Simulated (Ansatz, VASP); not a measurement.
Two plane-wave programs on AgSn2SeI3

```xyz
7
Lattice="5.8171 0.0000 0.0000 0.0000 5.1986 0.0000 0.0000 0.0000 12.3798" Properties=species:S:1:pos:R:3 pbc="T T T"
Ag    2.9085    0.0000    6.1899
Sn    0.0000    0.0000    6.1899
Sn    0.0000    0.0000    0.0000
Se    0.0000    2.5993    0.0000
I     0.0000    0.0000    9.1223
I     0.0000    0.0000    3.2575
I     2.9085    0.0000    0.0000
```

Alike in both runs: functional PBE; k mesh 3 × 2 × 2; occupations gaussian, width 0.15 eV; no spin polarisation.

Ansatz relaxed the structure, and its values are those at the end. VASP's run is a single point on that final structure, the one shown.

|  | VASP | Ansatz |
| --- | --- | --- |
| version | VASP 6.6.1 | Ansatz 0.2.0 |
| potentials or method | VASP PAW PBE potentials, release 64 (Ag, Sn_d, Se, I), cutoff 520 eV | scalar-relativistic, plane waves, PAW |
| valence electrons in the cell | 66 | 114 |

```tsv
	VASP	Ansatz	Ansatz less VASP
gap on the k mesh at the Fermi level (eV)	none	none	-
pressure (GPa)	0.2	0.2	+0.01
rms of the force components (eV/Å)	0.018	0.017	-0.0010
```

A gap of «none» marks a metal or a gap that the smearing closes. VASP's potentials hold 66 valence electrons a cell and Ansatz's 114, so a difference there can come from the potentials and not from the codes.

The k mesh is coarse, so the values compare programs but aren't converged. Neither program's run includes spin-orbit coupling.
